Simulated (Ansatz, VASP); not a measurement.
**W2I: VASP beside Ansatz**

```xyz
3
Lattice="0.0000 3.1334 3.1334 3.1334 0.0000 3.1334 3.1334 3.1334 0.0000" Properties=species:S:1:pos:R:3 pbc="T T T"
W     1.5667    1.5667    1.5667
W     4.7002    4.7002    4.7002
I     0.0000    0.0000    0.0000
```

Alike in both runs: functional PBE; k mesh 4 × 4 × 4; occupations gaussian, width 0.1 eV; no spin polarisation.

Ansatz relaxed the structure, and its values are those at the end. VASP's run is a single point on that final structure, the one shown.

|  | VASP | Ansatz |
| --- | --- | --- |
| version | VASP 6.6.1 | Ansatz 0.2.0 |
| potentials or method | VASP PAW PBE potentials, release 64 (W_sv, I), cutoff 520 eV | scalar-relativistic, plane waves, PAW |
| valence electrons in the cell | 35 | 45 |

|  | VASP | Ansatz | Ansatz less VASP |
| --- | --- | --- | --- |
| gap on the k mesh at the Fermi level (eV) | none | none | - |
| pressure (GPa) | -0.1 | -0.1 | -0.01 |

A gap of «none» marks a metal or a gap that the smearing closes. The functional is the same, so the differences come from potentials, cutoffs and numerics. VASP's potentials hold 35 valence electrons a cell and Ansatz's 45, so a difference there can come from the potentials and not from the codes.

The k mesh is coarse, so the values compare programs but aren't converged. Spin-orbit coupling is off throughout.
